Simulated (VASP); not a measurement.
Input of a VASP 6.6.1 run:

File INCAR:

```
PREC     = Accurate       # precision mode
ENCUT    = 600            # plane-wave cutoff, eV
EDIFF    = 1E-6           # SCF threshold, eV
ISMEAR   = -1             # smearing method
SIGMA    = 0.1            # smearing width, eV
LREAL    = False          # projectors in reciprocal space
LASPH    = True           # aspherical terms in the spheres
NELM     = 80             # most SCF steps
ALGO     = Normal         # electronic algorithm
ISIF     = 3              # what is computed and relaxed
LWAVE    = False          # write WAVECAR
LCHARG   = False          # write CHGCAR
GGA      = PS             # functional
IBRION   = 2              # ionic algorithm
NSW      = 80             # ionic steps
EDIFFG   = -0.02          # ionic threshold
PSTRESS  = 20.0
```

The input KPOINTS:

```
Automatic mesh
0
Gamma
  10 10 10
```

POSCAR

```
As
1.0
    2.7036820000      0.0000000000      0.0000000000
    0.0000000000      2.7036820000      0.0000000000
    0.0000000000      0.0000000000      2.7036820000
As
1
Direct
    0.5000000000      0.5000000000      0.5000000000
```

Potentials or basis: VASP PAW PBE potentials, release 64 (As).

Command:

```sh
$ cat potpaw_PBE.64/As/POTCAR > POTCAR
$ mpirun -np 1 vasp_std > vasp.out
```

(1) Predict the relaxed cell.

(2) Predict the relaxed volume.

(3) Estimate the space group after relaxing (to 0.05 Å).

Answers

(1) a = 2.673 Å, b = 2.673 Å, c = 2.673 Å, α = 90.00°, β = 90.00°, γ = 90.00°.

(2) 19.09 Å³/atom.

(3) Pm-3m (No. 221).

Caveat: the cell is relaxed towards a set pressure, so the enthalpy falls and the energy may rise; the PAW data sets were made with another functional, which shifts forces and pressure a little.
